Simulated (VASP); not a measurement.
# WC (Cm) in VASP: a series of runs

WC is run at these levels: PBEsol; tasks: single point.

Program: VASP 6.6.1. These are calculated values, not measurements. Logs are shortened: lines on timing, memory, paths and dates and some standing lists are left out, and cuts for length are marked.

**1. The cell of the first run**

The structure is monoclinic, space group Cm (No. 8). The conventional cell has a = 5.025 Å, b = 2.901 Å, c = 2.829 Å, α = 90.00°, β = 92.01°, γ = 90.00°. W (site symmetry m) has 6 C at 2.15 to 2.23 Å and 8 W at 2.83 to 2.90 Å within 3.0 Å. Within 3.0 Å of C (site symmetry m) lie 6 W at 2.15 to 2.23 Å and 8 C at 2.83 to 2.90 Å.

**2. Single point, PBEsol (strain +0.0350 x Voigt [0, 0, 0, 1, 0, 0])**

Contents of INCAR:

```
ALGO = Normal
EDIFF = 1E-6
ENCUT = 520
GGA = PS
ISIF = 2
ISMEAR = 0
LASPH = T
LCHARG = F
LREAL = F
LWAVE = F
NBANDS = 16
NELM = 60
PREC = Accurate
SIGMA = 0.15
```

Contents of KPOINTS:

```
k-points
0
Gamma
  18 18 16
```

Contents of POSCAR:

```
WC
1.0
    2.9005014360      0.0000000000      0.0000000000
   -1.4502507180      2.5119079273      0.0439583887
    0.0000000000      0.0495075000      2.8290000000
W C
1 1
Direct
    0.0000000000      0.0000000000      0.0000000000
    0.6666666667      0.3333333333      0.5000000000
```

Potentials or basis: VASP PAW PBE potentials, release 64 (W_sv, C).

Command:

```
$ cat potpaw_PBE.64/W_sv/POTCAR potpaw_PBE.64/C/POTCAR > POTCAR
$ mpirun -np 1 vasp_std > vasp.out
```

OUTCAR:

```text
EDIFF = 1E-6
   ENCUT = 520
   GGA = PS
   ISIF = 2
   ISMEAR = 0
   LASPH = T
   LREAL = F
   NELM = 60
   PREC = Accurate

 ion  position               nearest neighbor table
   1  0.000  0.000  0.000-   2 2.15   2 2.17   2 2.17   2 2.21   2 2.21   2 2.23
   2  0.667  0.333  0.500-   1 2.15   1 2.17   1 2.17   1 2.21   1 2.21   1 2.23

  LATTYP: Found a base centered monoclinic cell.
 ALAT       =     5.0245850675
 B/A-ratio  =     0.5772618827
 C/A-ratio  =     0.5631177738
 COS(beta)  =    -0.0349892845

  Lattice vectors:

 A1 = (  -1.4502507180,  -2.5119079273,  -0.0439583887)
 A2 = (   1.4502507180,  -2.5119079273,  -0.0439583887)
 A3 = (   0.0000000000,   0.0495075000,   2.8290000000)

Analysis of symmetry for initial positions (statically):
=====================================================================
 Subroutine PRICEL returns:
 Original cell was already a primitive cell.

 Routine SETGRP: Setting up the symmetry group for a
 base centered monoclinic supercell.

 Subroutine GETGRP returns: Found  2 space group operations
 (whereof  2 operations were pure point group operations)
 out of a pool of  4 trial point group operations.

The static configuration has the point symmetry C_1h.

Analysis of symmetry for dynamics (positions and initial velocities):
=====================================================================
 Subroutine PRICEL returns:
 Original cell was already a primitive cell.

 Routine SETGRP: Setting up the symmetry group for a
 base centered monoclinic supercell.

 Subroutine GETGRP returns: Found  2 space group operations
 (whereof  2 operations were pure point group operations)
 out of a pool of  4 trial point group operations.

The dynamic configuration has the point symmetry C_1h.

 Subroutine INISYM returns: Found  2 space group operations
 (whereof  2 operations are pure point group operations),
 and found     1 'primitive' translations

----------------------------------------------------------------------------------------

                                     Primitive cell

  volume of cell :      20.6052

  direct lattice vectors                    reciprocal lattice vectors
     2.900501436  0.000000000  0.000000000     0.344767973  0.199112860 -0.003484475
    -1.450250718  2.511907927  0.043958389     0.000000000  0.398225720 -0.006968950
     0.000000000  0.049507500  2.829000000     0.000000000 -0.006187826  0.353590083

  length of vectors
     2.900501436  2.900834521  2.829433157     0.398149504  0.398286694  0.353644222

  position of ions in fractional coordinates (direct lattice)
     0.000000000  0.000000000  0.000000000
     0.666666667  0.333333333  0.500000000

  ion indices of the primitive-cell ions
   primitive index   ion index
                 1           1
                 2           2

----------------------------------------------------------------------------------------

 KPOINTS: k-points

Automatic generation of k-mesh.
 Grid dimensions read from file:
 generate k-points for:   18   18   16

 Generating k-lattice:

  Cartesian coordinates                     Fractional coordinates (reciprocal lattice)
     0.019153776  0.011061826 -0.000193582     0.055555556  0.000000000  0.000000000
     0.000000000  0.022123651 -0.000387164     0.000000000  0.055555556  0.000000000
     0.000000000 -0.000386739  0.022099380     0.000000000  0.000000000  0.062500000

  Length of vectors
     0.022119417  0.022127039  0.022102764

  Shift w.r.t. Gamma in fractional coordinates (k-lattice)
     0.000000000  0.000000000  0.000000000

 Subroutine IBZKPT returns following result:
 ===========================================

 Found   1379 irreducible k-points:

 Following reciprocal coordinates:
            Coordinates               Weight
  0.000000  0.000000  0.000000      1.000000
  0.055556  0.000000 -0.000000      4.000000
  0.111111  0.000000 -0.000000      4.000000
  0.166667 -0.000000  0.000000      4.000000
  0.222222  0.000000  0.000000      4.000000
  0.277778  0.000000  0.000000      4.000000
[... 16 lines left out ...]
 -0.333333  0.055556  0.000000      4.000000
 -0.277778  0.055556  0.000000      4.000000
 [... further k-points ...]
   k-points           NKPTS =   1379   k-points in BZ     NKDIM =   1379   number of bands    NBANDS=     16
   number of dos      NEDOS =    301   number of ions     NIONS =      2
   total plane-waves  NPLWV =  13824
   dimension x,y,z NGX =    24 NGY =   24 NGZ =   24
   dimension x,y,z NGXF=    48 NGYF=   48 NGZF=   48
   ions per type =               1   1
   NGX,Y,Z   is equivalent  to a cutoff of  13.76, 13.75, 14.10 a.u.
   NGXF,Y,Z  is equivalent  to a cutoff of  27.51, 27.51, 28.20 a.u.
 SYSTEM =  unknown system
   PREC   = accura    normal or accurate (medium, high low for compatibility)
   ISTART =      0    job   : 0-new  1-cont  2-samecut
   ICHARG =      2    charge: 1-file 2-atom 10-const
   ISPIN  =      1    spin polarized calculation?
[... 116 lines left out ...]
      6       5.7528      2.00000
[... 8 lines left out ...]
     15      24.8846      0.00000
     16      29.2247      0.00000

 k-point     6 :       0.2778    0.0000    0.0000
  band No.  band energies     occupation
      1     -62.8465      2.00000
      2     -27.2689      2.00000
      3     -26.8822      2.00000
      4     -26.8014      2.00000
      5      -1.6856      2.00000
      6       5.2000      2.00000
[... 8 lines left out ...]
     15      25.4215      0.00000
     16      28.8989      0.00000

 k-point     7 :       0.3333   -0.0000   -0.0000
  band No.  band energies     occupation
      1     -62.8367      2.00000
      2     -27.4027      2.00000
      3     -26.9140      2.00000
      4     -26.7827      2.00000
      5      -1.1063      2.00000
      6       4.7103      2.00000
[... 8 lines left out ...]
     15      26.0288      0.00000
     16      27.7797      0.00000

 k-point     8 :       0.3889   -0.0000   -0.0000
  band No.  band energies     occupation
      1     -62.8286      2.00000
      2     -27.5100      2.00000
      3     -26.9398      2.00000
      4     -26.7674      2.00000
      5      -0.5792      2.00000
      6       4.3185      2.00000
[... 8 lines left out ...]
     15      25.3268      0.00000
     16      28.0623      0.00000

 k-point     9 :       0.4444    0.0000    0.0000
  band No.  band energies     occupation
      1     -62.8233      2.00000
      2     -27.5791      2.00000
      3     -26.9566      2.00000
      4     -26.7573      2.00000
      5      -0.1950      2.00000
      6       4.0564      2.00000
[... 8 lines left out ...]
     15      24.3313      0.00000
     16      28.8426      0.00000
[... 172 lines left out ...]
 k-point    19 :       0.4444    0.0556    0.0000
  band No.  band energies     occupation
      1     -62.8215      2.00000
      2     -27.5894      2.00000
      3     -26.9775      2.00000
      4     -26.7538      2.00000
      5      -0.0415      2.00000
      6       4.0046      2.00000
[... 8 lines left out ...]
     15      24.2071      0.00000
     16      29.0001      0.00000

 k-point    20 :       0.5000    0.0556   -0.0000
  band No.  band energies     occupation
      1     -62.8215      2.00000
      2     -27.5894      2.00000
      3     -26.9775      2.00000
      4     -26.7538      2.00000
      5      -0.0416      2.00000
      6       4.0045      2.00000
[... 8 lines left out ...]
     15      24.2103      0.00000
     16      29.0000      0.00000

 k-point    21 :      -0.4444    0.0556   -0.0000
  band No.  band energies     occupation
      1     -62.8250      2.00000
      2     -27.5437      2.00000
      3     -26.9653      2.00000
      4     -26.7606      2.00000
      5      -0.3162      2.00000
      6       4.1816      2.00000
[... 8 lines left out ...]
     15      24.9218      0.00000
     16      28.4104      0.00000

 k-point    22 :      -0.3889    0.0556    0.0000
  band No.  band energies     occupation
      1     -62.8317      2.00000
      2     -27.4572      2.00000
      3     -26.9423      2.00000
      4     -26.7733      2.00000
      5      -0.7837      2.00000
      6       4.5024      2.00000
[... 8 lines left out ...]
     15      25.9403      0.00000
     16      27.6710      0.00000

 k-point    23 :      -0.3333    0.0556    0.0000
  band No.  band energies     occupation
      1     -62.8407      2.00000
      2     -27.3390      2.00000
      3     -26.9113      2.00000
      4     -26.7903      2.00000
      5      -1.3455      2.00000
      6       4.9328      2.00000
[... 8 lines left out ...]
     15      25.8234      0.00000
     16      28.2350      0.00000

 k-point    24 :      -0.2778    0.0556    0.0000
  band No.  band energies     occupation
      1     -62.8509      2.00000
      2     -27.2022      2.00000
      3     -26.8757      2.00000
      4     -26.8096      2.00000
      5      -1.9213      2.00000
      6       5.4424      2.00000
[... 8 lines left out ...]
     15      25.1410      0.00000
     16      29.1504      0.00000

 [... further k-points ...]

------------------------ aborting loop because EDIFF is reached ----------------------------------------

  FORCE on cell =-STRESS in cart. coord.  units (eV):
  Direction    XX          YY          ZZ          XY          YZ          ZX
  --------------------------------------------------------------------------------------
  -------------------------------------------------------------------------------------
  Total        0.0926521      0.1473859      0.1690280      0.0000000     -1.4436701      0.0000000
  in kB        7.2042596     11.4601341     13.1429427      0.0000000   -112.2539951      0.0000000
  external PRESSURE =      10.6024454 kB  Pullay stress =       0.0000000 kB

 VOLUME and BASIS-vectors are now :
 -----------------------------------------------------------------------------
  energy-cutoff  :      520.00
  volume of cell :       20.61
      direct lattice vectors                 reciprocal lattice vectors
     2.900501436  0.000000000  0.000000000     0.344767973  0.199112860 -0.003484475
    -1.450250718  2.511907927  0.043958389     0.000000000  0.398225720 -0.006968950
     0.000000000  0.049507500  2.829000000     0.000000000 -0.006187826  0.353590083

 POSITION                                       TOTAL-FORCE (eV/Angst)
 -----------------------------------------------------------------------------------
      0.00000      0.00000      0.00000         0.000000      0.037975     -0.000762
      1.45025      0.86206      1.42915        -0.000000     -0.037975      0.000762
 -----------------------------------------------------------------------------------
    total drift:                                0.000000      0.000022      0.000031

  FREE ENERGIE OF THE ION-ELECTRON SYSTEM (eV)
  ---------------------------------------------------
  free  energy   TOTEN  =       -23.8760358507 eV

  energy  without entropy=      -23.8723846959  energy(sigma->0) =      -23.87421027
```

Wall time 6.3 min (1 thread of Intel Xeon Platinum 8175M at 2.50GHz (Skylake/Cascade Lake), shared host); peak memory 0.53 GiB.

Results:

```
Free energy            : -23.8760 eV
Pressure               : 1.1 GPa
Largest force          : 0.038 eV/Å
Band gap on the k mesh : zero (bands 9 and 10 overlap by 1.23 eV)
```

Forces in eV/Å, atoms in the order of the input:
```
W    0.000  0.038 -0.001
C    0.000 -0.038  0.001
```

Caveat: the cell differs from its parent crystal (strain +0.0350 x Voigt [0, 0, 0, 1, 0, 0]); the PAW data sets were made with another functional, which shifts forces and pressure a little; spin-orbit coupling is left out, which moves the levels of the heavy elements.

**3. Single point, PBEsol (strain +0.0250 x Voigt [0, 0, 0, 1, 0, 0])**

Contents of INCAR:

```
PREC = Accurate
ENCUT = 520
EDIFF = 1E-7
ISMEAR = 0
SIGMA = 0.15
LREAL = False
LASPH = True
NELM = 100
ALGO = Normal
ISIF = 2
LWAVE = False
LCHARG = False
GGA = PS
NBANDS = 16
```

Contents of KPOINTS:

```
Automatic mesh
0
Gamma
  18 18 16
```

Contents of POSCAR:

```
WC
1.0
    2.9005014360      0.0000000000      0.0000000000
   -1.4502507180      2.5119079273      0.0313988491
    0.0000000000      0.0353625000      2.8290000000
W C
1 1
Direct
    0.0000000000      0.0000000000      0.0000000000
    0.6666666667      0.3333333333      0.5000000000
```

Potentials or basis: VASP PAW PBE potentials, release 64 (W_sv, C).

Command:

```
$ cat potpaw_PBE.64/W_sv/POTCAR potpaw_PBE.64/C/POTCAR > POTCAR
$ mpirun -np 1 vasp_std > vasp.out
```

It took 6.7 min on 1 thread of Intel Xeon Platinum 8175M at 2.50GHz (Skylake/Cascade Lake), shared host; peak memory 0.52 GiB.

The run converged. Its results:

| Item | Value |
| --- | --- |
| Free energy | -23.8884 eV |
| Pressure | 0.8 GPa |
| Largest force | 0.019 eV/Å |
| Band gap on the k mesh | zero (bands 9 and 10 overlap by 1.23 eV) |

Forces in eV/Å, atoms in the order of the input:
```
W    0.000  0.019  0.000
C    0.000 -0.019  0.000
```

Stress tensor (GPa, compression positive):
```
 0.59  0.00  0.00
 0.00  0.80 -8.03
 0.00 -8.03  1.05
```

Levels at points of the mesh, in eV from the Fermi level:
```
           k point  band 7  band 8  band 9  band 10  band 11  band 12
(0.00, 0.00, 0.00)   -3.38   -3.37    0.12     3.21     3.23     5.72
(0.50, 0.00, 0.00)   -3.71   -3.56   -0.45     2.32     4.56     4.96
(0.00, 0.50, 0.00)   -3.78   -3.49   -0.45     2.35     4.56     4.94
(0.00, 0.00, 0.50)   -2.04   -2.04   -0.61    -0.61     3.73     4.54
(0.50, 0.00, 0.50)   -4.36   -4.20    0.31     4.47     5.37     6.72
(0.00, 0.50, 0.50)   -4.37   -4.21    0.31     4.47     5.37     6.72
```

Caveat: the cell differs from its parent crystal (strain +0.0250 x Voigt [0, 0, 0, 1, 0, 0]); the PAW data sets were made with another functional, which shifts forces and pressure a little; spin-orbit coupling is left out, which moves the levels of the heavy elements.

**4. Single point, PBEsol (strain +0.0150 x Voigt [0, 0, 0, 1, 0, 0])**

Contents of INCAR:

```
SYSTEM = WC
PREC     = Accurate       ! precision mode
ENCUT    = 520            ! plane-wave cutoff, eV
EDIFF    = 1E-6           ! SCF threshold, eV
ISMEAR   = 0              ! smearing method
SIGMA    = 0.15           ! smearing width, eV
LREAL    = .FALSE.        ! projectors in reciprocal space
LASPH    = .TRUE.         ! aspherical terms in the spheres
NELM     = 60             ! most SCF steps
ALGO     = Normal         ! electronic algorithm
ISIF     = 2              ! what is computed and relaxed
LWAVE    = .FALSE.        ! write WAVECAR
LCHARG   = .FALSE.        ! write CHGCAR
GGA      = PS             ! functional
NBANDS   = 16             ! bands
```

Contents of KPOINTS:

```
regular mesh
0
G
  18 18 16
  0 0 0
```

Contents of POSCAR:

```
WC
1.0
    2.9005014360      0.0000000000      0.0000000000
   -1.4502507180      2.5119079273      0.0188393095
    0.0000000000      0.0212175000      2.8290000000
W C
1 1
Direct
    0.0000000000      0.0000000000      0.0000000000
    0.6666666667      0.3333333333      0.5000000000
```

Command:

```
$ cat potpaw_PBE.64/W_sv/POTCAR potpaw_PBE.64/C/POTCAR > POTCAR
$ mpirun -np 1 vasp_std > vasp.out
```

Run time: 5.1 min. Hardware: 1 thread of Intel Xeon Platinum 8175M at 2.50GHz (Skylake/Cascade Lake), shared host; peak memory 0.53 GiB.

It converged, with:

| Item | Value |
| --- | --- |
| Free energy | -23.8967 eV |
| Pressure | 0.6 GPa |
| Largest force | 0.007 eV/Å |
| Band gap on the k mesh | zero (bands 9 and 10 overlap by 1.24 eV) |

Forces in eV/Å, atoms in the order of the input:
```
W    0.000  0.007  0.000
C    0.000 -0.007  0.000
```

Stress tensor (GPa, compression positive):
```
 0.47  0.00  0.00
 0.00  0.55 -4.82
 0.00 -4.82  0.85
```

Levels at points of the mesh, in eV from the Fermi level:
```tsv
k point	band 5	band 6	band 7	band 8	band 9	band 10	band 11	band 12	band 13	band 14
(0.00, 0.00, 0.00)	-14.49	-4.37	-3.37	-3.37	0.12	3.24	3.25	5.70	5.70	6.45
(0.50, 0.00, 0.00)	-11.09	-7.08	-3.68	-3.59	-0.45	2.34	4.57	4.95	6.91	9.74
(0.00, 0.50, 0.00)	-11.09	-7.08	-3.72	-3.55	-0.45	2.35	4.57	4.94	6.91	9.74
(0.00, 0.00, 0.50)	-10.37	-8.72	-2.04	-2.04	-0.61	-0.61	3.73	4.54	4.54	10.01
(0.50, 0.00, 0.50)	-11.30	-6.51	-4.36	-4.20	0.30	4.47	5.37	6.72	9.28	10.21
(0.00, 0.50, 0.50)	-11.30	-6.51	-4.36	-4.20	0.31	4.47	5.37	6.72	9.29	10.20
```

Caveat: the cell differs from its parent crystal (strain +0.0150 x Voigt [0, 0, 0, 1, 0, 0]); the PAW data sets were made with another functional, which shifts forces and pressure a little; spin-orbit coupling is left out, which moves the levels of the heavy elements.

**5. Single point, PBEsol (strain +0.0050 x Voigt [0, 0, 0, 1, 0, 0])**

Contents of INCAR:

```
PREC = Accurate ; ENCUT = 520
EDIFF = 1E-7 ; ISMEAR = 0
SIGMA = 0.15 ; LREAL = F
LASPH = T ; NELM = 80
ALGO = Normal ; ISIF = 2
LWAVE = F ; LCHARG = F
GGA = PS ; NBANDS = 16
```

Contents of KPOINTS:

```
regular mesh
0
Gamma
  18 18 16
```

Contents of POSCAR:

```
WC
1.0
    2.9005014360      0.0000000000      0.0000000000
   -1.4502507180      2.5119079273      0.0062797698
    0.0000000000      0.0070725000      2.8290000000
W C
1 1
Direct
    0.0000000000      0.0000000000      0.0000000000
    0.6666666667      0.3333333333      0.5000000000
```

Command:

```
$ cat potpaw_PBE.64/W_sv/POTCAR potpaw_PBE.64/C/POTCAR > POTCAR
$ mpirun -np 1 vasp_std > vasp.out
```

Wall time 4.2 min (1 thread of Intel Xeon Platinum 8175M at 2.50GHz (Skylake/Cascade Lake), shared host); peak memory 0.53 GiB.

The run converged. Its results:

```yaml
Free_energy: -23.9009 eV
Pressure: 0.6 GPa
Band_gap_on_the_k_mesh: zero (bands 9 and 10 overlap by 1.24 eV)
```

Stress tensor (GPa, compression positive):
```
 0.43  0.00  0.00
 0.00  0.44 -1.61
 0.00 -1.61  0.77
```

Levels at points of the mesh, in eV from the Fermi level:
```tsv
k point	band 7	band 8	band 9	band 10	band 11	band 12
(0.00, 0.00, 0.00)	-3.37	-3.37	0.12	3.25	3.25	5.69
(0.50, 0.00, 0.00)	-3.65	-3.62	-0.45	2.35	4.57	4.94
(0.00, 0.50, 0.00)	-3.66	-3.60	-0.45	2.35	4.57	4.94
(0.00, 0.00, 0.50)	-2.03	-2.03	-0.61	-0.61	3.73	4.54
(0.50, 0.00, 0.50)	-4.36	-4.20	0.30	4.48	5.38	6.72
(0.00, 0.50, 0.50)	-4.36	-4.20	0.30	4.48	5.38	6.72
```

Caveat: the cell differs from its parent crystal (strain +0.0050 x Voigt [0, 0, 0, 1, 0, 0]); the PAW data sets were made with another functional, which shifts forces and pressure a little; spin-orbit coupling is left out, which moves the levels of the heavy elements.

**6. The runs side by side**

| cell | gap on the mesh (eV) | pressure (GPa) | largest force (eV/Å) |
| --- | --- | --- | --- |
| a = 2.901, b = 2.901, c = 2.829 Å, angles 88.3, 90.0, 120.0°, 2 atoms | none | 1.1 | 0.04 |
| a = 2.901, b = 2.901, c = 2.829 Å, angles 88.8, 90.0, 120.0°, 2 atoms | none | 0.8 | 0.02 |
| a = 2.901, b = 2.901, c = 2.829 Å, angles 89.3, 90.0, 120.0°, 2 atoms | none | 0.6 | 0.01 |
| a = 2.901, b = 2.901, c = 2.829 Å, angles 89.8, 90.0, 120.0°, 2 atoms | none | 0.6 | - |

Alike in all rows: task single point; level PBEsol; potentials or basis VASP PAW PBE potentials, release 64 (W_sv, C); no spin polarisation; k mesh 18 × 18 × 16; cutoff (eV) 520; smearing gaussian 0.15 eV.

Caveats: the PAW data sets were made with another functional, which shifts forces and pressure a little; spin-orbit coupling is left out, which moves the levels of the heavy elements.

Total energies depend on the potentials used, so only differences within one code and one set of settings carry meaning.
